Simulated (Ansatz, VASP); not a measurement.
# SiC in VASP and in Ansatz

```
Si C
1.0
     0.00000    2.17845    2.17845
     2.17845    0.00000    2.17845
     2.17845    2.17845    0.00000
Si C
1 1
Cartesian
  3.2677 3.2677 3.2677
  0.0000 0.0000 0.0000
```

Alike in both runs: functional PBEsol; k mesh 10 × 10 × 10; occupations gaussian, width 0.02 eV; no spin polarisation.

Ansatz relaxed the structure, and its values are those at the end. VASP's run is a single point on that final structure, the one shown.

```csv
,VASP,Ansatz
version,VASP 6.6.1,Ansatz 0.2.0
potentials or method,"VASP PAW PBE potentials, release 64 (Si, C), cutoff 600 eV","scalar-relativistic, plane waves, PAW"
valence electrons in the cell,8,8
```

|  | VASP | Ansatz | Ansatz less VASP |
| --- | --- | --- | --- |
| gap on the k mesh at the Fermi level (eV) | 1.23 | 1.24 | +0.010 |
| least direct gap on the mesh (eV) | 4.44 | 4.46 | +0.014 |
| pressure (GPa) | 0.2 | 0.0 | -0.21 |

VASP's potentials were made for PBE, not for PBEsol, and Ansatz warns of the same on its side.
